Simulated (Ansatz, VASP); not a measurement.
## Two plane-wave programs on KRu

```
K Ru
1.0
     4.34116    0.00000    0.00000
     0.00000    4.34116    0.00000
     0.00000    0.00000    5.48544
K Ru
2 2
Direct
  0.00000 0.50000 0.23510
  0.50000 0.00000 0.76490
  0.00000 0.00000 0.00000
  0.50000 0.50000 0.00000
```

Alike in both runs: task single point; functional PBE; k mesh 4 × 4 × 4; occupations gaussian, width 0.1 eV; no spin polarisation.

|  | VASP | Ansatz |
| --- | --- | --- |
| version | VASP 6.6.1 | Ansatz 0.2.0 |
| potentials or method | VASP PAW PBE potentials, release 64 (K_sv, Ru_pv), cutoff 520 eV | scalar-relativistic, plane waves, PAW |
| valence electrons in the cell | 46 | 50 |

Ansatz gave:

- gap on the k mesh at the Fermi level (eV): none
- pressure (GPa): 9.5
- traceless stress, the component that is largest in VASP (GPa): 3.56
- rms of the force components (eV/Å): 1.488

Problem. Which values does VASP return?

Solution. gap on the k mesh at the Fermi level (eV): none; pressure (GPa): 10.1; traceless stress, the component that is largest in VASP (GPa): 3.40; rms of the force components (eV/Å): 1.545.

Atom by atom the forces differ by 0.057 eV/Å (rms over components). A gap of «none» marks a metal or a gap that the smearing closes. The functional is the same, so the differences come from potentials, cutoffs and numerics. VASP's potentials hold 46 valence electrons a cell and Ansatz's 50, so a difference there can come from the potentials and not from the codes.

The k mesh is coarse, so the values compare programs but aren't converged.
